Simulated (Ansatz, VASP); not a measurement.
# CsI in VASP and in Ansatz

```xyz
2
Lattice="4.6081 0.0000 0.0000 0.0000 4.6081 0.0000 0.0000 0.0000 4.6081" Properties=species:S:1:pos:R:3 pbc="T T T"
Cs    0.0000    0.0000    0.0000
I     2.3041    2.3041    2.3041
```

Alike in both runs: task single point; functional PBE; k mesh 4 × 4 × 4; occupations tetrahedron; no spin polarisation.

|  | VASP | Ansatz |
| --- | --- | --- |
| version | VASP 6.6.1 | Ansatz 0.2.0 |
| potentials or method | VASP PAW PBE potentials, release 64 (Cs_sv, I) | plane waves |
| plane-wave cutoff (eV) | 500 | 420 |
| valence electrons in the cell | 16 | 26 |

VASP gave:

| Property | Result |
| --- | --- |
| gap on the k mesh at the Fermi level (eV) | 3.79 |
| pressure (GPa) | 0.5 |

Question: What did Ansatz give for the same quantities?

Answer: gap on the k mesh at the Fermi level (eV): 3.80; pressure (GPa): 0.4.

VASP's potentials hold 16 valence electrons a cell and Ansatz's 26, so a difference there can come from the potentials and not from the codes. Ansatz's warnings: band table not solved further, tetrahedron derivatives may miss energy slope.

Spin-orbit coupling is off throughout.
